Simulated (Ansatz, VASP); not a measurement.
## Two plane-wave programs on LiSi16

```
Si Li
1.0
     0.00000    5.43000    5.43000
     5.43000    0.00000    5.43000
     5.43000    5.43000    0.00000
Si Li
16 1
Cartesian
  0.0076 -0.0014 -0.0016
  1.3342 1.3271 1.3270
  2.7215 2.7141 -0.0187
  4.1093 4.1010 1.3263
  2.7214 -0.0185 2.7140
  4.1093 1.3265 4.1008
  5.4544 2.7138 2.7136
  6.7818 4.0835 4.0834
  -0.0117 2.7137 2.7135
  1.3345 4.1001 4.0999
  2.7215 5.4459 2.7131
  4.0903 6.7742 4.0831
  2.7215 2.7133 5.4458
  4.0903 4.0833 6.7741
  5.4359 5.4288 5.4286
  6.7819 6.7740 6.7739
  2.7233 2.7135 2.7132
```

Alike in both runs: functional PBE; k mesh 2 × 2 × 2; occupations gaussian, width 0.05 eV; collinear spin.

Ansatz relaxed the structure, and its values are those at the end. VASP's run is a single point on that final structure, the one shown.

|  | VASP | Ansatz |
| --- | --- | --- |
| version | VASP 6.6.1 | Ansatz 0.2.0 |
| potentials or method | VASP PAW PBE potentials, release 64 (Si, Li_sv), cutoff 520 eV | scalar-relativistic, plane waves, PAW |
| valence electrons in the cell | 67 | 67 |

|  | VASP | Ansatz | Ansatz less VASP |
| --- | --- | --- | --- |
| rms of the force components (eV/Å) | 0.007 | 0.007 | -0.0002 |
| net moment per atom (μB) | 0.00 | 0.00 | -0.001 |

Ansatz's warnings: seeded moment not kept.

The k mesh is coarse, so the values compare programs but aren't converged. Noted on VASP's run: the cutoff is short for stress, so the pressure is rough.
